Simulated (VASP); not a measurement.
**Cs: single point with PBE**

The system is Cs.

```
Cs
1.0
    -2.98413    2.98413    2.98413
     2.98413   -2.98413    2.98413
     2.98413    2.98413   -2.98413
Cs
1
Cartesian
  0.0000 0.0000 0.0000
```

This cell differs from its parent crystal: volume scaled by 0.91.

- Program: VASP 6.6.1
- Task: single point
- Functional: PBE
- Potentials or basis: VASP PAW PBE potentials, release 64 (Cs_sv)
- Cutoff: 520 eV
- k mesh: 10 × 10 × 10
- Occupations: gaussian, width 0.1 eV
- Spin: no spin polarisation

```json
{
 "Pressure": "0.2 GPa"
}
```

Levels at points of the mesh, in eV from the Fermi level:
| k point | band 2 | band 3 | band 4 | band 5 | band 6 | band 7 |
| --- | --- | --- | --- | --- | --- | --- |
| (0.00, 0.00, 0.00) | -10.55 | -10.55 | -10.55 | -1.77 | 2.53 | 2.53 |
| (0.50, 0.00, 0.00) | -10.73 | -10.61 | -10.55 | -0.01 | 0.96 | 1.63 |
| (0.50, 0.50, 0.50) | -10.68 | -10.68 | -10.68 | 0.57 | 0.57 | 3.22 |

Run time: 32 s on 1 thread of Intel(R) Xeon(R) Platinum 8488C (Sapphire Rapids), with other jobs on the host, peak memory 0.24 GiB.

Caveat: spin-orbit coupling is left out, which moves the levels of the heavy elements.
